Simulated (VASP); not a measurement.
# Bi2Te3: single point with PBE+D3(BJ)

Bi2Te3, a slab with vacuum:

```
CELL_PARAMETERS angstrom
4.34974 0.00000 0.00000
-2.17487 3.76698 0.00000
0.00000 0.00000 41.03016
ATOMIC_POSITIONS crystal
Te 0.00000 0.00000 0.40770
Te 0.66667 0.33333 0.50000
Te 0.33333 0.66667 0.59230
Bi 0.33333 0.66667 0.45019
Bi 0.00000 0.00000 0.54981
```

This cell differs from its parent crystal: a layer taken out of the bulk.

| Property | Result |
| --- | --- |
| Program | VASP 6.6.1 |
| Task | single point |
| Functional | PBE |
| Dispersion | D3(BJ) |
| Potentials or basis | VASP PAW PBE potentials, release 64 (Te, Bi_d) |
| Cutoff | 520 eV |
| k mesh | 6 × 6 × 1 |
| Occupations | gaussian, width 0.02 eV |
| Spin | no spin polarisation |
| Dipole correction | yes |
| Further INCAR settings | ALGO = Normal; EDIFF = 1e-06; NBANDS = 32 |

```yaml
Largest_force: 0.012 eV/Å
Band_gap_on_the_k_mesh: 1.10 eV (least direct gap 1.34 eV)
Dispersion_energy_per_atom: -0.357 eV
```

Forces in eV/Å, atoms in the order of the input:
```
Te   0.000  0.000 -0.012
Te   0.000  0.000  0.000
Te   0.000  0.000  0.012
Bi   0.000  0.000  0.011
Bi   0.000  0.000 -0.011
```

Levels at points of the mesh, in eV from the valence-band top:
```
           k point  band 20  band 21  band 22  band 23  band 24  band 25  band 26  band 27  band 28  band 29
(0.00, 0.00, 0.00)    -0.77    -0.77    -0.41    -0.24    -0.24     1.10     1.65     1.65     2.48     2.61
(0.50, 0.00, 0.00)    -1.89    -1.75    -1.05    -0.61    -0.49     1.57     2.24     2.30     3.40     3.85
```

Wall time 4.6 min on 1 thread of AMD EPYC 7R13 Processor (Zen 3) (shared host), peak memory 0.69 GiB.

Caveat: the cell differs from its parent crystal (a layer taken out of the bulk); spin-orbit coupling is left out, which moves the levels of the heavy elements.
